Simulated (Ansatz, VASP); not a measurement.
## BaS in VASP and in Ansatz

Contents of INCAR:

```
SYSTEM = BaS
PREC     = Accurate       ! precision mode
ENCUT    = 520            ! plane-wave cutoff, eV
EDIFF    = 1E-6           ! SCF threshold, eV
ISMEAR   = -1             ! smearing method
SIGMA    = 0.01           ! smearing width, eV
LREAL    = .False.        ! projectors in reciprocal space
LASPH    = .True.         ! aspherical terms in the spheres
NELM     = 100            ! most SCF steps
ALGO     = Normal         ! electronic algorithm
ISIF     = 2              ! what is computed and relaxed
LWAVE    = .False.        ! write WAVECAR
LCHARG   = .True.         ! write CHGCAR
LELF     = .True.         ! ELF
LVHAR    = .True.       
NBANDS   = 15             ! bands
```

KPOINTS

```
regular mesh
0
Gamma
  7 7 7
  0 0 0
```

The input POSCAR:

```
BaS
1.0
   -0.0638750000      3.1618125000      3.1618125000
    3.1618125000     -0.0638750000      3.1618125000
    3.1618125000      3.1618125000     -0.0638750000
Ba S
1 1
Direct
    0.0000000000      0.0000000000      0.0000000000
    0.5000000000      0.5000000000      0.5000000000
```

Input for Ansatz:

```yaml
crystal:
  lattice:
    - [-0.063875, 3.1618125, 3.1618125]
    - [3.1618125, -0.063875, 3.1618125]
    - [3.1618125, 3.1618125, -0.063875]
  atoms:
    - { symbol: Ba, position: [0.0, 0.0, 0.0] }
    - { symbol: S, position: [0.5, 0.5, 0.5] }
kpoints:
  mp_grid: { grid: [7, 7, 7] }
  band_path:
    path:
      - [0.0, 0.0, 0.0]
      - [0.5, 0.5, 0.5]
      - [0.2551801333, 0.5, 0.7448198667]
      - [-0.2551801333, 0.2551801333, 0.5]
      - [0.0, 0.0, 0.5]
      - [0.0, 0.0, 0.0]
      - [-0.3775900666, 0.0, 0.3775900666]
      - [0.0, 0.3775900666, 0.6224099334]
      - [0.0, 0.5, 0.5]
    npoints: 5
scf:
  occupations: { method: fermi_dirac, width: 0.01 }
hamiltonian:
  xc: lda
  pseudopotentials: { kind: all_electron, lapw: { basis_error: 0.00025 } }
output:
  forces: true
  stress: true
  eigenvalues: true
```

Change from the starting cell: equal xy, yz and zx shear strains of -2 %.

Alike in both runs: task single point; functional LDA; k mesh 7 × 7 × 7; occupations fermi-dirac, width 0.01 eV; no spin polarisation.

```csv
,VASP,Ansatz
version,VASP 6.6.1,Ansatz 0.2.0
potentials or method,"VASP PAW LDA potentials, release 64 (Ba_sv, S), cutoff 520 eV","all-electron LAPW, scalar-relativistic"
```

```csv
,VASP,Ansatz,Ansatz less VASP
gap on the k mesh at the Fermi level (eV),1.91,2.02,+0.103
pressure (GPa),-1.9,-2.5,-0.63
"traceless stress, the component that is largest in VASP (GPa)",0.37,0.37,+0.002
```

LDA's correlation is that of Perdew and Zunger in VASP and of Perdew and Wang (1992) in Ansatz. Ansatz ran all-electron here, and VASP with PAW potentials.

Neither program's run includes spin-orbit coupling.
